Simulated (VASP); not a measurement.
A run of VASP 6.6.1:

Contents of INCAR:

```
SYSTEM = PtC
  PREC = Accurate
  ENCUT = 520
  EDIFF = 1E-6
  ISMEAR = -1
  SIGMA = 0.05
  LREAL = .FALSE.
  LASPH = .TRUE.
  NELM = 80
  ALGO = Normal
  ISIF = 2
  LWAVE = .FALSE.
  LCHARG = .TRUE.
  GGA = PS
  LELF = .TRUE.
  LVHAR = .TRUE.
  NBANDS = 14
```

KPOINTS

```
Automatic mesh
0
G
  14 14 14
  0 0 0
```

Contents of POSCAR:

```
PtC
1.0
    2.3114109860      0.0000000000      0.0000000000
    0.0000000000      2.3114109860      0.0000000000
    0.0000000000      0.0000000000      2.3114109860
Pt C
1 1
Direct
    0.0000000000      0.0000000000      0.0000000000
    0.5000000000      0.5000000000      0.5000000000
```

Potentials or basis: VASP PAW PBE potentials, release 64 (Pt, C).

Command:

```sh
$ cat potpaw_PBE.64/Pt/POTCAR potpaw_PBE.64/C/POTCAR > POTCAR
$ mpirun -np 1 vasp_std > vasp.out
```

Hardware: 1 thread of Intel(R) Xeon(R) Platinum 8488C (Sapphire Rapids) (shared host).

**Question.** Estimate the wall time of this run.

**Answer.** Wall time 19 s on 1 thread of Intel(R) Xeon(R) Platinum 8488C (Sapphire Rapids) (shared host), peak memory 0.14 GiB. Counts: scf iterations 13, k points 120.
